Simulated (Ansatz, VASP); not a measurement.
# Sn: VASP beside Ansatz

```
CELL_PARAMETERS angstrom
-2.91964 2.91964 1.59380
2.91964 -2.91964 1.59380
2.91964 2.91964 -1.59380
ATOMIC_POSITIONS crystal
Sn 0.00000 0.00000 0.00000
Sn 0.75000 0.25000 0.50000
```

Alike in both runs: task relaxation of cell and atoms; functional PBE; k mesh 12 × 12 × 12; occupations fermi-dirac, width 0.1 eV; no spin polarisation.

|  | VASP | Ansatz |
| --- | --- | --- |
| version | VASP 6.6.1 | Ansatz 0.2.0 |
| potentials or method | VASP PAW PBE potentials, release 64 (Sn_d), cutoff 500 eV | plane waves, PAW |
| valence electrons in the cell | 28 | 28 |

```tsv
	VASP	Ansatz	Ansatz less VASP
relaxed volume (Å³/atom)	28.40	28.42	+0.024
relaxed length of the cell vector where the two differ most in proportion (Å)	4.495	4.498	+0.0021
```
